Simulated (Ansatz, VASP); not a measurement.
## Te in VASP and in Ansatz

```
Te
1.0
    -2.85572    3.74220    1.48217
     2.85572   -3.74220    1.48217
     2.85572    3.74220   -1.48217
Te
2
Direct
  0.99907 0.24907 0.75000
  0.00093 0.75093 0.25000
```

Alike in both runs: task single point; functional r2SCAN; k mesh 11 × 11 × 11; no spin polarisation.

|  | VASP | Ansatz |
| --- | --- | --- |
| version | VASP 6.6.1 | Ansatz 0.2.0 |
| potentials or method | VASP PAW PBE potentials, release 64 (Te), cutoff 520 eV | plane waves, PAW |
| occupations | methfessel-paxton of order 1, width 0.1 eV | cold, width 0.1 eV |
| valence electrons in the cell | 12 | 32 |

Ansatz gave:

| Property | Result |
| --- | --- |
| pressure (GPa) | 6.5 |
| traceless stress, the component that is largest in VASP (GPa) | -5.39 |

**Question.** What did VASP give for the same quantities?

**Answer.** Pressure (GPa): 6.6; traceless stress, the component that is largest in VASP (GPa): -5.36.

VASP's potentials were made for PBE, not for r2SCAN. VASP's potentials hold 12 valence electrons a cell and Ansatz's 32, so a difference there can come from the potentials and not from the codes.

Spin-orbit coupling is off throughout.
